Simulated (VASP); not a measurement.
# ScGa5S (Cmmm) in VASP: notebook, part 2 of 2

VASP 6.6.1. Earlier steps stand in the parts before.

## (4) Single point, PBE

This run uses another cell than the first one, of 20.93 Å³/atom, 1.032 times its volume.

The input, INCAR:

```
PREC     = Accurate       # precision mode
ENCUT    = 520            # plane-wave cutoff, eV
EDIFF    = 1E-6           # SCF threshold, eV
ISMEAR   = 0              # smearing method
SIGMA    = 0.2            # smearing width, eV
LREAL    = F              # projectors in reciprocal space
LASPH    = T              # aspherical terms in the spheres
NELM     = 80             # most SCF steps
ALGO     = Normal         # electronic algorithm
ISIF     = 2              # what is computed and relaxed
LWAVE    = F              # write WAVECAR
LCHARG   = T              # write CHGCAR
GGA      = PE             # functional
LELF     = T              # ELF
LVHAR    = T            
NBANDS   = 50             # bands
```

The input, KPOINTS:

```
Automatic mesh
0
Gamma
  3 3 4
```

The input, POSCAR:

```
ScGa5S
1.0
    2.6598103921     -5.0561993540      0.0000000000
    2.6598103921      5.0561993540      0.0000000000
    0.0000000000      0.0000000000      5.4472279211
Sc Ga S
1 5 1
Direct
    0.0000000000      0.0000000000      0.0000000000
    0.7394423599      0.2605576401      0.0000000000
    0.2605576401      0.7394423599      0.0000000000
    0.5000000000      0.5000000000      0.5000000000
    0.5000000000      0.0000000000      0.5000000000
    0.0000000000      0.5000000000      0.5000000000
    0.5000000000      0.5000000000      0.0000000000
```

Potentials or basis: VASP PAW PBE potentials, release 64 (Sc_sv, Ga_d, S).

Started as:

```bash
cat potpaw_PBE.64/Sc_sv/POTCAR potpaw_PBE.64/Ga_d/POTCAR potpaw_PBE.64/S/POTCAR > POTCAR
mpirun -np 1 vasp_std > vasp.out
```

OUTCAR:

```text
PREC = Accurate
   ENCUT = 520
   EDIFF = 1E-6
   ISMEAR = 0
   LREAL = F
   LASPH = T
   NELM = 80
   ISIF = 2
   GGA = PE

 ion  position               nearest neighbor table
   1  0.000  0.000  0.000-   2 2.63   3 2.63   7 2.66   7 2.66
   2  0.739  0.261  0.000-   7 2.42   1 2.63   3 2.67   3 2.67
   3  0.261  0.739  0.000-   7 2.42   1 2.63   2 2.67   2 2.67
   4  0.500  0.500  0.500-   7 2.72   7 2.72   5 2.86   6 2.86   5 2.86   6 2.86
   5  0.500  0.000  0.500-   6 2.66   6 2.66   4 2.86   4 2.86
   6  0.000  0.500  0.500-   5 2.66   5 2.66   4 2.86   4 2.86
   7  0.500  0.500  0.000-   2 2.42   3 2.42   1 2.66   1 2.66   4 2.72   4 2.72

[... 832 lines left out ...]
  Total        0.1554796      0.8126450      0.4969010     -0.0000000      0.0000000      0.0000000
  in kB        1.7002135      8.8865062      5.4337545     -0.0000000      0.0000000      0.0000000
  external PRESSURE =       5.3401581 kB  Pullay stress =       0.0000000 kB

 VOLUME and BASIS-vectors are now :
 -----------------------------------------------------------------------------
  energy-cutoff  :      520.00
  volume of cell :      146.51
      direct lattice vectors                 reciprocal lattice vectors
     2.659810392 -5.056199354  0.000000000     0.187983324 -0.098888506  0.000000000
     2.659810392  5.056199354  0.000000000     0.187983324  0.098888506  0.000000000
     0.000000000  0.000000000  5.447227921     0.000000000  0.000000000  0.183579614

 POSITION                                       TOTAL-FORCE (eV/Angst)
 -----------------------------------------------------------------------------------
      0.00000      0.00000      0.00000         0.000000      0.000000      0.000000
      2.65981     -2.42134      0.00000         0.000000      0.069053      0.000000
      2.65981      2.42134      0.00000         0.000000     -0.069053      0.000000
      2.65981      0.00000      2.72361         0.000000     -0.000000      0.000000
      1.32991     -2.52810      2.72361         0.000000      0.000000      0.000000
      1.32991      2.52810      2.72361         0.000000      0.000000      0.000000
      2.65981      0.00000      0.00000         0.000000     -0.000000      0.000000
 -----------------------------------------------------------------------------------
    total drift:                                0.000000      0.000000      0.000000

  FREE ENERGIE OF THE ION-ELECTRON SYSTEM (eV)
  ---------------------------------------------------
  free  energy   TOTEN  =       -25.6786505622 eV

  energy  without entropy=      -25.6049812145  energy(sigma->0) =      -25.64181589
```

stdout:

```text
POSCAR found type information on POSCAR ScGaS
 POSCAR found :  3 types and       7 ions
 scaLAPACK will be used
 LDA part: xc-table for (Slater+PW92), standard interpolation
 POSCAR, INCAR and KPOINTS ok, starting setup
 FFT: planning ... GRIDC
 FFT: planning ... GRID_SOFT
 FFT: planning ... GRID
 WAVECAR not read
 entering main loop
```

It took 64 s on 1 thread of Intel Xeon 6975P-C (Granite Rapids), shared host; peak memory 0.28 GiB.

Results:

```yaml
Free_energy: -25.6787 eV
Pressure: 0.5 GPa
Largest_force: 0.069 eV/Å
Band_gap_on_the_k_mesh: zero (band 41 reaches 5.38 eV, above the bottom of band 42 at 3.98 eV)
```

Forces on the atoms (eV/Å):
```
Sc   0.000  0.000  0.000
Ga   0.000  0.069  0.000
Ga   0.000 -0.069  0.000
Ga   0.000  0.000  0.000
Ga   0.000  0.000  0.000
Ga   0.000  0.000  0.000
S    0.000  0.000  0.000
```

Levels at points of the mesh, in eV from the Fermi level:
```csv
k point,band 37,band 38,band 39,band 40,band 41,band 42,band 43,band 44,band 45,band 46
"(0.00, 0.00, 0.00)",-3.26,-2.72,-2.17,-2.07,-0.56,0.18,0.36,0.37,0.42,0.83
"(0.00, 0.00, 0.50)",-3.23,-2.69,-2.07,-1.84,-1.25,-1.16,-0.11,0.94,1.43,1.60
```

Caveat: the k points lie up to 0.44 Å⁻¹ apart.

## (5) Single point, PBE

This run uses another cell than the first one, of 33.04 Å³/atom, 1.629 times its volume.

The input, INCAR:

```
ALGO = Normal ; EDIFF = 1E-6
ENCUT = 520 ; GGA = PE
ISIF = 2 ; ISMEAR = 0
LASPH = T ; LCHARG = F
LREAL = F ; LWAVE = F
NBANDS = 50 ; NELM = 60
PREC = Accurate ; SIGMA = 0.2
```

The input, KPOINTS:

```
k-points
0
Gamma
  3 3 4
```

The input, POSCAR:

```
ScGa5S
1.0
    5.0245301978     -4.8366858561      0.0000000000
    5.0245301978      4.8366858561      0.0000000000
    0.0000000000      0.0000000000      4.7584994905
Sc Ga S
1 5 1
Direct
    0.5000000000      0.5000000000      0.5000000000
    0.0936552166      0.6490400636      0.5000000000
    0.9063447834      0.3509599364      0.5000000000
    0.6490400636      0.0936552166      0.5000000000
    0.3509599364      0.9063447834      0.5000000000
    0.0000000000      0.0000000000      0.5000000000
    0.5000000000      0.5000000000      0.0000000000
```

Started as:

```bash
cat potpaw_PBE.64/Sc_sv/POTCAR potpaw_PBE.64/Ga_d/POTCAR potpaw_PBE.64/S/POTCAR > POTCAR
mpirun -np 1 vasp_std > vasp.out
```

It took 72 s on 1 thread of Intel Xeon 6975P-C (Granite Rapids), shared host; peak memory 0.37 GiB.

Results (log left out):

```
Free energy            : -23.9720 eV
Pressure               : 0.1 GPa
Largest force          : 0.012 eV/Å
Band gap on the k mesh : zero (band 41 reaches 1.58 eV, above the bottom of band 42 at 1.10 eV)
```

Forces in eV/Å, atoms in the order of the input:
```
Sc   0.000  0.000  0.000
Ga  -0.012  0.003  0.000
Ga   0.012 -0.003  0.000
Ga  -0.012 -0.003  0.000
Ga   0.012  0.003  0.000
Ga   0.000  0.000  0.000
S    0.000  0.000  0.000
```

Stress tensor (GPa, compression positive):
```
0.37 0.00 0.00
0.00 0.00 0.00
0.00 0.00 0.05
```

Levels at points of the mesh, in eV from the Fermi level:
| k point | band 37 | band 38 | band 39 | band 40 | band 41 | band 42 | band 43 | band 44 | band 45 | band 46 |
| --- | --- | --- | --- | --- | --- | --- | --- | --- | --- | --- |
| (0.00, 0.00, 0.00) | -2.29 | -2.27 | -1.50 | 0.22 | 0.22 | 0.61 | 0.74 | 1.20 | 1.23 | 1.51 |
| (0.00, 0.00, 0.50) | -2.67 | -2.45 | -1.58 | -1.32 | -0.62 | -0.14 | 0.80 | 1.26 | 1.49 | 1.69 |

## (6) Overview

| cell | k mesh | gap on the mesh (eV) | pressure (GPa) | largest force (eV/Å) |
| --- | --- | --- | --- | --- |
| a = 5.808, b = 5.808, c = 5.079 Å, angles 90.0, 90.0, 124.0°, 7 atoms | 4 × 4 × 3 | none | 0.1 | 0.01 |
| a = 6.059, b = 6.059, c = 5.116 Å, angles 90.0, 90.0, 71.5°, 7 atoms | 3 × 3 × 3 | none | 0.1 | 0.04 |
| a = 5.713, b = 5.713, c = 5.447 Å, angles 90.0, 90.0, 124.5°, 7 atoms | 3 × 3 × 4 | none | 0.5 | 0.07 |
| a = 6.974, b = 6.974, c = 4.758 Å, angles 90.0, 90.0, 87.8°, 7 atoms | 3 × 3 × 4 | none | 0.1 | 0.01 |

Alike in all rows: task single point; level PBE; potentials or basis VASP PAW PBE potentials, release 64 (Sc_sv, Ga_d, S); no spin polarisation; cutoff (eV) 520; smearing gaussian 0.2 eV.

Caveats: some runs use coarse meshes.

Absolute energies hang on the potentials; compare differences alone.
